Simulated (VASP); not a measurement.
Input of a VASP 6.6.1 run:

POSCAR

```
Al
1.0
    0.0000000000      1.9758400384      1.9758400384
    1.9758400384      0.0000000000      1.9758400384
    1.9758400384      1.9758400384      0.0000000000
Al
1
Direct
    0.0000000000      0.0000000000      0.0000000000
```

File INCAR.step1:

```
SYSTEM = Al
ALGO     = Normal         ! electronic algorithm
EDIFF    = 1E-4           ! SCF threshold, eV
ENCUT    = 520            ! plane-wave cutoff, eV
GGA      = PE             ! functional
ISMEAR   = 0              ! smearing method
LASPH    = .TRUE.         ! aspherical terms in the spheres
LCHARG   = .FALSE.        ! write CHGCAR
LREAL    = .FALSE.        ! projectors in reciprocal space
LWAVE    = .TRUE.         ! write WAVECAR
NBANDS   = 8              ! bands
NELM     = 80             ! most SCF steps
PREC     = Accurate       ! precision mode
SIGMA    = 0.1            ! smearing width, eV
```

The input INCAR.step2:

```
SYSTEM = Al
ALGO     = Normal         ! electronic algorithm
EDIFF    = 1E-6           ! SCF threshold, eV
ENCUT    = 520            ! plane-wave cutoff, eV
ISIF     = 2              ! what is computed and relaxed
ISMEAR   = 0              ! smearing method
ISTART   = 1            
LASPH    = .TRUE.         ! aspherical terms in the spheres
LCHARG   = .FALSE.        ! write CHGCAR
LMIXTAU  = .TRUE.       
LREAL    = .FALSE.        ! projectors in reciprocal space
LWAVE    = .FALSE.        ! write WAVECAR
METAGGA  = R2SCAN         ! meta-GGA
NBANDS   = 8              ! bands
NELM     = 80             ! most SCF steps
PREC     = Accurate       ! precision mode
SIGMA    = 0.1            ! smearing width, eV
```

KPOINTS

```
k-points
0
G
  18 18 18
  0 0 0
```

Potentials or basis: VASP PAW PBE potentials, release 64 (Al).

Command:

```bash
$ cat potpaw_PBE.64/Al/POTCAR > POTCAR
$ cp INCAR.step1 INCAR
$ mpirun -np 1 vasp_std > vasp.out
$ cp INCAR.step2 INCAR
$ mpirun -np 1 vasp_std > vasp.out
```

Problem. Predict the pressure.

Solution. 2.7 GPa.

Caveat: the PAW data sets were made with another functional, which shifts forces and pressure a little.
